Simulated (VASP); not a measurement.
A run of VASP 6.6.1:

File INCAR:

```
ALGO = Fast ; EDIFF = 1E-6
ENCUT = 520 ; GGA = PE
ISIF = 2 ; ISMEAR = -1
LASPH = True ; LCHARG = False
LREAL = False ; LWAVE = False
NBANDS = 30 ; NELM = 80
PREC = Accurate ; SIGMA = 0.05
```

Contents of KPOINTS:

```
k-points
0
Gamma
  6 6 6
```

The input POSCAR:

```
In3As
1.0
    4.4394473163      0.0000000000      0.0000000000
    0.0000000000      4.4394473163      0.0000000000
    0.0000000000      0.0000000000      4.4394473163
In As
3 1
Direct
    0.5000000000      0.5000000000      0.0000000000
    0.5000000000      0.0000000000      0.5000000000
    0.0000000000      0.5000000000      0.5000000000
    0.0000000000      0.0000000000      0.0000000000
```

Potentials or basis: VASP PAW PBE potentials, release 64 (In_d, As).

Launch:

```bash
$ cat potpaw_PBE.64/In_d/POTCAR potpaw_PBE.64/As/POTCAR > POTCAR
$ mpirun -np 1 vasp_std > vasp.out
```

Hardware: 1 thread of AMD EPYC 7R43 64-Core Processor (Zen 3), on a shared host.

Q: How long does it take, and how much memory?

A: Wall time 120 s on 1 thread of AMD EPYC 7R43 64-Core Processor (Zen 3), with other jobs on the host, peak memory 0.18 GiB. Counts: scf iterations 16, k points 20.
